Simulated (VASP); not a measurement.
Wanted: the native input for a VASP 6.6.1 run.

| Quantity | Value |
| --- | --- |
| Task | single point |
| Functional | PBEsol |
| Potentials or basis | VASP PAW PBE potentials, release 64 (Sb) |
| Cutoff | 520 eV |
| k mesh | 12 × 12 × 12 |
| Occupations | gaussian, width 0.15 eV |
| Spin | no spin polarisation |
| Dipole correction | no |
| Further INCAR settings | ALGO = Normal; EDIFF = 1e-06; NBANDS = 12 |

The structure of Sb lies in POSCAR:

```
Sb
1.0
    2.1506003320      1.2416496806      3.7440000000
   -2.1506003320      1.2416496806      3.7440000000
    0.0000000000     -2.4832993611      3.7440000000
Sb
2
Direct
    0.1947431259      0.2440623860      0.2621144881
    0.7663600000      0.7663600000      0.7663600000
```

This cell differs from its parent crystal: atom 1 (Sb) moved by (-0.150, +0.000) A along [1 1 0] and z.

These files were run (other wordings do the same):

INCAR

```
SYSTEM = Sb
  ALGO = Normal
  EDIFF = 1E-6
  ENCUT = 520
  GGA = PS
  ISIF = 2
  ISMEAR = 0
  LASPH = .True.
  LCHARG = .True.
  LELF = .True.
  LREAL = .False.
  LVHAR = .True.
  LWAVE = .False.
  NBANDS = 12
  NELM = 100
  PREC = Accurate
  SIGMA = 0.15
```

KPOINTS

```
k-points
0
Gamma
  12 12 12
  0 0 0
```

Potentials or basis: VASP PAW PBE potentials, release 64 (Sb).

The run is started by

```sh
$ cat potpaw_PBE.64/Sb/POTCAR > POTCAR
$ mpirun -np 1 vasp_std > vasp.out
```

It gave:

```yaml
Pressure: 1.0 GPa
Largest_force: 0.544 eV/Å
Band_gap_on_the_k_mesh: zero (bands 5 and 6 overlap by 0.57 eV)
```

Caveat: the cell differs from its parent crystal (atom 1 (Sb) moved by (-0.150, +0.000) A along [1 1 0] and z); the PAW data sets were made with another functional, which shifts forces and pressure a little; spin-orbit coupling is left out, which moves the levels of the heavy elements.

Run time: 3.1 min on 1 thread of Intel(R) Xeon(R) 6975P-C (Granite Rapids) (shared host), peak memory 0.62 GiB.
